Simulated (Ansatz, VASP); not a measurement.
## One calculation of Mo, two programs

The input INCAR:

```
ALGO = Normal
EDIFF = 1E-6
ENCUT = 520
ISIF = 2
ISMEAR = -1
LASPH = T
LCHARG = F
LREAL = F
LWAVE = F
NBANDS = 21
NELM = 80
PREC = Accurate
SIGMA = 0.05
```

The input KPOINTS:

```
k-points
0
Gamma
  10 10 10
```

File POSCAR:

```
Mo
1.0
    0.0000000000      2.7041431590      2.7041431590
    2.7041431590      0.0000000000      2.7041431590
    2.7041431590      2.7041431590      0.0000000000
Mo
2
Direct
   -0.1925000000     -0.1025000000     -0.1025000000
    0.1925000000      0.1025000000      0.1025000000
```

Input for Ansatz:

```yaml
crystal:
  lattice:
    - [0.0, 2.704143159, 2.704143159]
    - [2.704143159, 0.0, 2.704143159]
    - [2.704143159, 2.704143159, 0.0]
  atoms:
    - { symbol: Mo, position: [-0.1925, -0.1025, -0.1025] }
    - { symbol: Mo, position: [0.1925, 0.1025, 0.1025] }
kpoints:
  mp_grid: { grid: [10, 10, 10] }
scf:
  occupations: { method: fermi_dirac, width: 0.05 }
hamiltonian:
  xc: lda
  pseudopotentials: { kind: all_electron, lapw: { basis_error: 0.001 } }
output:
  forces: true
  stress: true
  eigenvalues: true
  populations: true
```

Change from the starting cell: shortest bond scaled by 0.82, LAPW.

Alike in both runs: task single point; functional LDA; k mesh 10 × 10 × 10; occupations fermi-dirac, width 0.05 eV; no spin polarisation.

```csv
,VASP,Ansatz
version,VASP 6.6.1,Ansatz 0.2.0
potentials or method,"VASP PAW LDA potentials, release 64 (Mo_sv), cutoff 520 eV","all-electron LAPW, scalar-relativistic"
```

```csv
,VASP,Ansatz,Ansatz less VASP
pressure (GPa),29.7,26.2,-3.53
"traceless stress, the component that is largest in VASP (GPa)",-25.32,-21.61,+3.714
rms of the force components (eV/Å),4.552,3.724,-0.8282
```

LDA's correlation is that of Perdew and Zunger in VASP and of Perdew and Wang (1992) in Ansatz. Atom by atom the forces differ by 0.828 eV/Å (rms over components). Ansatz ran all-electron here, and VASP with PAW potentials.
